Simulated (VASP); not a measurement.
Set up this calculation in VASP 6.6.1, as the native input.

```yaml
Task: single point
Functional: PBEsol
Potentials_or_basis: VASP PAW PBE potentials, release 64 (Ag)
Cutoff: 520 eV
k_mesh: 20 × 20 × 20
Occupations: gaussian, width 0.15 eV
Spin: no spin polarisation
Dipole_correction: no
Further_INCAR_settings: ALGO = Normal; EDIFF = 1e-07; NBANDS = 12
```

The structure of Ag lies in POSCAR:

```
Ag
1.0
    0.0000000000      2.0431000000      2.2474100000
    2.0431000000      0.0000000000      2.2474100000
    2.0431000000      2.0431000000      0.0000000000
Ag
1
Direct
    0.0000000000      0.0000000000      0.0000000000
```

This cell differs from its parent crystal: strain +0.1000 x Voigt [0, 0, 1, 0, 0, 0].

These files were run (other wordings do the same):

INCAR

```
SYSTEM = Ag
  PREC = Accurate
  ENCUT = 520
  EDIFF = 1E-7
  ISMEAR = 0
  SIGMA = 0.15
  LREAL = .FALSE.
  LASPH = .TRUE.
  NELM = 100
  ALGO = Normal
  ISIF = 2
  LWAVE = .FALSE.
  LCHARG = .FALSE.
  GGA = PS
  NBANDS = 12
```

KPOINTS

```
Automatic mesh
0
G
  20 20 20
  0 0 0
```

Potentials or basis: VASP PAW PBE potentials, release 64 (Ag).

The run is started by

```console
$ cat potpaw_PBE.64/Ag/POTCAR > POTCAR
$ mpirun -np 1 vasp_std > vasp.out
```

It gave:

The pressure is -9.9 GPa.

Caveat: the cell differs from its parent crystal (strain +0.1000 x Voigt [0, 0, 1, 0, 0, 0]); the PAW data sets were made with another functional, which shifts forces and pressure a little.

Run time: 42 s on 1 thread of Intel(R) Xeon(R) Platinum 8488C (Sapphire Rapids), on a shared host, peak memory 0.25 GiB.
